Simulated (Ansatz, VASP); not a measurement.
KP2: VASP beside Ansatz

File INCAR:

```
SYSTEM = KP2
ALGO     = Normal         ! electronic algorithm
EDIFF    = 1E-6           ! SCF threshold, eV
EDIFFG   = -0.04          ! ionic threshold
ENCUT    = 600            ! plane-wave cutoff, eV
GGA      = PE             ! functional
IBRION   = 2              ! ionic algorithm
ISIF     = 3              ! what is computed and relaxed
ISMEAR   = 0              ! smearing method
IVDW     = 12             ! dispersion correction
LASPH    = .TRUE.         ! aspherical terms in the spheres
LCHARG   = .FALSE.        ! write CHGCAR
LREAL    = .FALSE.        ! projectors in reciprocal space
LWAVE    = .FALSE.        ! write WAVECAR
NELM     = 100            ! most SCF steps
NSW      = 90             ! ionic steps
PREC     = Accurate       ! precision mode
SIGMA    = 0.1            ! smearing width, eV
```

KPOINTS

```
k-points
0
G
  6 6 4
  0 0 0
```

POSCAR

```
KP2
1.0
    4.5825000000      0.0000000000      0.0000000000
   -2.2912500000      3.9685614100      0.0000000000
    0.0000000000      0.0000000000      6.0111077100
K P
1 2
Direct
    0.0000000000      0.0000000000      0.0000000000
    0.3333333300      0.6666666700      0.6859946700
    0.6666666700      0.3333333300      0.3140053300
```

Input for Ansatz:

```yaml
crystal:
  lattice:
    - [4.5825, 0.0, 0.0]
    - [-2.29125, 3.96856141, 0.0]
    - [0.0, 0.0, 6.01110771]
  atoms:
    - { symbol: K, position: [0.0, 0.0, 0.0] }
    - { symbol: P, position: [0.33333333, 0.66666667, 0.68599467] }
    - { symbol: P, position: [0.66666667, 0.33333333, 0.31400533] }
basis:
  ecutwfc: 420
kpoints:
  mp_grid: { grid: [6, 6, 4] }
hamiltonian:
  xc: pbe
  dispersion: d3bj
scf:
  occupations: { method: gaussian, width: 0.1 }
  lower_state_search: "off"
output:
  forces: true
  stress: true
  eigenvalues: true
relax:
  adjacent_minimum: "off"
  f_tol: 0.04
  max_steps: 70
  cell: { stress_tol: 0.4 }
```

Alike in both runs: task relaxation of cell and atoms; functional PBE; dispersion D3(BJ); k mesh 6 × 6 × 4; occupations gaussian, width 0.1 eV; no spin polarisation.

|  | VASP | Ansatz |
| --- | --- | --- |
| version | VASP 6.6.1 | Ansatz 0.2.0 |
| potentials or method | VASP PAW PBE potentials, release 64 (K_sv, P), cutoff 600 eV | scalar-relativistic, plane waves, PAW |
| valence electrons in the cell | 19 | 19 |

```tsv
	VASP	Ansatz	Ansatz less VASP
gap on the k mesh at the Fermi level, each at its own relaxed structure (eV)	none	none	-
relaxed volume (Å³/atom)	23.34	23.27	-0.070
relaxed length of the cell vector where the two differ most in proportion (Å)	5.601	5.564	-0.0364
```

A gap of «none» marks a metal or a gap that the smearing closes.

Noted on VASP's run: the volume moved by over 15 % at a fixed basis, so the end points are rough.
